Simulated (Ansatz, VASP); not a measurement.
# Ta2W3: VASP beside Ansatz

```
Ta W
1.0
    -1.61229    1.61229    8.09789
     1.61229   -1.61229    8.09789
     1.61229    1.61229   -8.09789
Ta W
2 3
Cartesian
  0.0000 0.0000 9.7124
  0.0000 0.0000 6.4833
  0.0000 0.0000 0.0000
  0.0000 0.0000 3.2859
  0.0000 0.0000 12.9099
```

Alike in both runs: task single point; functional PBE; k mesh 8 × 8 × 8; occupations gaussian, width 0.1 eV; no spin polarisation.

|  | VASP | Ansatz |
| --- | --- | --- |
| version | VASP 6.6.1 | Ansatz 0.2.0 |
| potentials or method | VASP PAW PBE potentials, release 64 (Ta_pv, W_sv), cutoff 520 eV | scalar-relativistic, plane waves, PAW |
| valence electrons in the cell | 64 | 68 |

|  | VASP | Ansatz | Ansatz less VASP |
| --- | --- | --- | --- |
| gap on the k mesh at the Fermi level (eV) | none | none | - |
| pressure (GPa) | 0.4 | 0.1 | -0.34 |
| traceless stress, the component that is largest in VASP (GPa) | -0.25 | -0.26 | -0.004 |
| rms of the force components (eV/Å) | 0.016 | 0.010 | -0.0051 |

Atom by atom the forces differ by 0.006 eV/Å (rms over components). A gap of «none» marks a metal or a gap that the smearing closes. VASP's potentials hold 64 valence electrons a cell and Ansatz's 68, so a difference there can come from the potentials and not from the codes.

Spin-orbit coupling is off throughout.
